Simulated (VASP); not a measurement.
# BP (F-43m) in VASP: notebook

The runs below take BP through single point, with PBE.

Everything below comes from runs of VASP 6.6.1. Logs are shortened: lines on timing, memory, paths and dates and some standing lists are left out, and cuts for length are marked.

### 1 The cell of the first run

It takes space group F-43m (No. 216, cubic). The conventional cell has a = 4.627 Å, b = 4.627 Å, c = 4.627 Å, α = 90.00°, β = 90.00°, γ = 90.00°. Within 2.7 Å of B (site symmetry -43m) lie 4 P at 2.00 Å. Within 2.7 Å of P (site symmetry -43m) lie 4 B at 2.00 Å.

### 2 Single point, PBE (strain +2.0%)

Contents of INCAR:

```
ALGO     = Normal         # electronic algorithm
EDIFF    = 1E-7           # SCF threshold, eV
ENCUT    = 520            # plane-wave cutoff, eV
GGA      = PE             # functional
ISIF     = 2              # what is computed and relaxed
ISMEAR   = 0              # smearing method
LASPH    = True           # aspherical terms in the spheres
LCHARG   = False          # write CHGCAR
LREAL    = False          # projectors in reciprocal space
LWAVE    = False          # write WAVECAR
NBANDS   = 11             # bands
NELM     = 80             # most SCF steps
PREC     = Accurate       # precision mode
SIGMA    = 0.01           # smearing width, eV
```

Contents of KPOINTS:

```
k-points
0
Gamma
  6 6 6
```

Contents of POSCAR:

```
BP
1.0
    0.0000000000      2.3136819823      2.3136819823
    2.3136819823      0.0000000000      2.3136819823
    2.3136819823      2.3136819823      0.0000000000
B P
1 1
Direct
    0.0000000000      0.0000000000      0.0000000000
    0.2500000000      0.2500000000      0.2500000000
```

Potentials or basis: VASP PAW PBE potentials, release 64 (B, P).

Run with:

```console
cat potpaw_PBE.64/B/POTCAR potpaw_PBE.64/P/POTCAR > POTCAR
mpirun -np 1 vasp_std > vasp.out
```

OUTCAR:

```text
EDIFF = 1E-7
   ENCUT = 520
   GGA = PE
   ISIF = 2
   ISMEAR = 0
   LASPH = True
   LREAL = False
   NELM = 80
   PREC = Accurate

 ion  position               nearest neighbor table
   1  0.000  0.000  0.000-   2 2.00   2 2.00   2 2.00   2 2.00
   2  0.250  0.250  0.250-   1 2.00   1 2.00   1 2.00   1 2.00

  LATTYP: Found a face centered cubic cell.
 ALAT       =     4.6273639646

  Lattice vectors:

 A1 = (   0.0000000000,   2.3136819823,   2.3136819823)
 A2 = (   2.3136819823,   0.0000000000,   2.3136819823)
 A3 = (   2.3136819823,   2.3136819823,   0.0000000000)

Analysis of symmetry for initial positions (statically):
=====================================================================
 Subroutine PRICEL returns:
 Original cell was already a primitive cell.

 Routine SETGRP: Setting up the symmetry group for a
 face centered cubic supercell.

 Subroutine GETGRP returns: Found 24 space group operations
 (whereof 24 operations were pure point group operations)
 out of a pool of 48 trial point group operations.

The static configuration has the point symmetry T_d .

Analysis of symmetry for dynamics (positions and initial velocities):
=====================================================================
 Subroutine PRICEL returns:
 Original cell was already a primitive cell.

 Routine SETGRP: Setting up the symmetry group for a
 face centered cubic supercell.

 Subroutine GETGRP returns: Found 24 space group operations
 (whereof 24 operations were pure point group operations)
 out of a pool of 48 trial point group operations.

The dynamic configuration has the point symmetry T_d .

 Subroutine INISYM returns: Found 24 space group operations
 (whereof 24 operations are pure point group operations),
 and found     1 'primitive' translations

----------------------------------------------------------------------------------------

                                     Primitive cell

  volume of cell :      24.7709

  direct lattice vectors                    reciprocal lattice vectors
     0.000000000  2.313681982  2.313681982    -0.216105759  0.216105759  0.216105759
     2.313681982  0.000000000  2.313681982     0.216105759 -0.216105759  0.216105759
     2.313681982  2.313681982  0.000000000     0.216105759  0.216105759 -0.216105759

  length of vectors
     3.272040438  3.272040438  3.272040438     0.374306154  0.374306154  0.374306154

  position of ions in fractional coordinates (direct lattice)
[... 76 lines left out ...]
   ISIF   =      2    stress and relaxation
   ISYM   =      2    0-nonsym 1-usesym 2-fastsym
   POTIM  = 0.5000    time-step for ionic-motion
   TEBEG  =    0.0;   TEEND  =   0.0 temperature during run
   PSTRESS=    0.0 pullay stress
   NELECT =       8.0000    total number of electrons
   NUPDOWN=      -1.0000    fix difference up-down
   EMIN   =  10.00;   EMAX   =-10.00  energy-range for DOS
   EFERMI =   0.00;   METHOD = LEGACY
   ISMEAR =     0;   SIGMA  =   0.01  broadening in eV -4-tet -1-fermi 0-gaus
   EFERMI_NEDOS =   21; number of points for ismear=-14 and -15
   IALGO  =     38    algorithm
   IMIX   =      4    mixing-type and parameters
     AMIX     =   0.40;   BMIX     =  1.00
     AMIX_MAG =   1.60;   BMIX_MAG =  1.00
  volume/ion in A,a.u.               =      12.39        83.58
  Fermi-wavevector in a.u.,A,eV,Ry     =   1.123202  2.122544 17.164872  1.261583
  Thomas-Fermi vector in A             =   2.259867
   LORBIT       =      0    0 simple, 1 ext, 2 COOP (PROOUT), +10 PAW based schemes
   GGA     = PE    functional components
   LHFCALC =     F    Hartree Fock is set to
   AEXX    =    0.0000 exact exchange contribution
   IVDW    =     0    specifies the selected vdW correction
   LEPSILON=     F    determine dielectric tensor
   LRPA    =     F    only Hartree local field effects (RPA)
 non-spin polarized calculation
 Gauss-broadening in eV      SIGMA  =   0.01
  energy-cutoff  :      520.00
  volume of cell :       24.77
 maximum number of plane-waves:       692
   NGX = 13   NGY = 13   NGZ = 13

 number of electron       7.9999999 magnetization

 Free energy of the ion-electron system (eV)
  ---------------------------------------------------
  ext. energy  EPLUGINS =         0.00000000
  ---------------------------------------------------
  free energy    TOTEN  =       -12.88308380 eV

  energy without entropy =      -12.88308380  energy(sigma->0) =      -12.88308380

 E-fermi :   6.8889     XC(G=0): -10.6539

 val. band max:        6.7600734431   @ k =   0.0000   0.0000   0.0000
 cond. band min:       8.1970071594   @ k =   0.3333   0.3333   0.0000
 fundamental gap:      1.4369337162
 Fermi energy:         6.8889456449

 k-point     1 :       0.0000    0.0000    0.0000
  band No.  band energies     occupation
      1      -8.1893      2.00000
      2       6.7601      2.00000
      3       6.7601      2.00000
      4       6.7601      2.00000
      5      10.0788      0.00000
      6      10.0788      0.00000
      7      10.0788      0.00000
      8      13.2612      0.00000
      9      17.8921      0.00000
     10      18.7233      0.00000
     11      18.7233      0.00000
[... 197 lines left out ...]
 k-point    16 :      -0.3333    0.5000    0.1667
  band No.  band energies     occupation
      1      -3.4714      2.00000
      2      -1.2021      2.00000
      3       1.7564      2.00000
      4       1.8867      2.00000
      5      10.5979      0.00000
      6      11.1117      0.00000
      7      15.5308      0.00000
      8      16.1262      0.00000
      9      19.2747      0.00000
     10      22.4661      0.00000
     11      22.4681      0.00000

------------------------ aborting loop because EDIFF is reached ----------------------------------------

  FORCE on cell =-STRESS in cart. coord.  units (eV):
  Direction    XX          YY          ZZ          XY          YZ          ZX
  --------------------------------------------------------------------------------------
  -------------------------------------------------------------------------------------
  Total       -1.1837077     -1.1837077     -1.1837077      0.0000000      0.0000000      0.0000000
  in kB      -76.5621423    -76.5621423    -76.5621423      0.0000000      0.0000000      0.0000000
  external PRESSURE =     -76.5621423 kB  Pullay stress =       0.0000000 kB

 VOLUME and BASIS-vectors are now :
 -----------------------------------------------------------------------------
  energy-cutoff  :      520.00
  volume of cell :       24.77
      direct lattice vectors                 reciprocal lattice vectors
     0.000000000  2.313681982  2.313681982    -0.216105759  0.216105759  0.216105759
     2.313681982  0.000000000  2.313681982     0.216105759 -0.216105759  0.216105759
     2.313681982  2.313681982  0.000000000     0.216105759  0.216105759 -0.216105759

 POSITION                                       TOTAL-FORCE (eV/Angst)
 -----------------------------------------------------------------------------------
      0.00000      0.00000      0.00000         0.000000      0.000000      0.000000
      1.15684      1.15684      1.15684        -0.000000     -0.000000     -0.000000
 -----------------------------------------------------------------------------------
    total drift:                                0.000000      0.000000      0.000000

  FREE ENERGIE OF THE ION-ELECTRON SYSTEM (eV)
  ---------------------------------------------------
  free  energy   TOTEN  =       -12.8830837971 eV

  energy  without entropy=      -12.8830837971  energy(sigma->0) =      -12.88308380
```

stdout:

```text
POSCAR found type information on POSCAR B P
 POSCAR found :  2 types and       2 ions
 scaLAPACK will be used
 LDA part: xc-table for (Slater+PW92), standard interpolation
 POSCAR, INCAR and KPOINTS ok, starting setup
 FFT: planning ... GRIDC
 FFT: planning ... GRID_SOFT
 FFT: planning ... GRID
 WAVECAR not read
 entering main loop
```

Wall time 1.9 s (1 thread of Intel Xeon 6975P-C (Granite Rapids), shared host); peak memory 0.12 GiB.

What came out:

- Free energy: -12.8831 eV
- Pressure: -7.7 GPa
- Band gap on the k mesh: 1.44 eV, indirect (least direct gap 3.32 eV)

Caveat: the cell differs from its parent crystal (strain +2.0%). A k mesh can miss the band edges.

### 3 Single point, PBE (strain +3.0%)

Contents of INCAR:

```
PREC     = Accurate       # precision mode
ENCUT    = 520            # plane-wave cutoff, eV
EDIFF    = 1E-7           # SCF threshold, eV
ISMEAR   = 0              # smearing method
SIGMA    = 0.01           # smearing width, eV
LREAL    = False          # projectors in reciprocal space
LASPH    = True           # aspherical terms in the spheres
NELM     = 60             # most SCF steps
ALGO     = Normal         # electronic algorithm
ISIF     = 2              # what is computed and relaxed
LWAVE    = False          # write WAVECAR
LCHARG   = False          # write CHGCAR
GGA      = PE             # functional
NBANDS   = 11             # bands
```

Contents of KPOINTS:

```
Automatic mesh
0
Gamma
  6 6 6
```

Contents of POSCAR:

```
BP
1.0
    0.0000000000      2.3363651390      2.3363651390
    2.3363651390      0.0000000000      2.3363651390
    2.3363651390      2.3363651390      0.0000000000
B P
1 1
Direct
    0.0000000000      0.0000000000      0.0000000000
    0.2500000000      0.2500000000      0.2500000000
```

Potentials or basis: VASP PAW PBE potentials, release 64 (B, P).

Run with:

```console
cat potpaw_PBE.64/B/POTCAR potpaw_PBE.64/P/POTCAR > POTCAR
mpirun -np 1 vasp_std > vasp.out
```

It took 3.3 s on 1 thread of Intel Xeon 6975P-C (Granite Rapids), shared host; peak memory 0.14 GiB.

The run converged. Its results:

```yaml
Free_energy: -12.8397 eV
Pressure: -11.3 GPa
Band_gap_on_the_k_mesh: 1.47 eV, indirect (least direct gap 3.28 eV)
```

Levels at points of the mesh, in eV from the valence-band top:
```csv
k point,band 1,band 2,band 3,band 4,band 5,band 6,band 7,band 8,band 9
"(0.00, 0.00, 0.00)",-14.70,0.00,0.00,0.00,3.28,3.28,3.28,6.08,10.95
"(0.50, 0.00, 0.00)",-11.70,-8.42,-1.65,-1.65,3.27,4.65,4.65,9.82,14.03
"(0.50, 0.50, 0.00)",-10.30,-8.14,-3.80,-3.80,1.49,1.74,11.31,11.31,14.22
```

Caveat: the cell differs from its parent crystal (strain +3.0%).

(Part 1 of 2 ends here.)
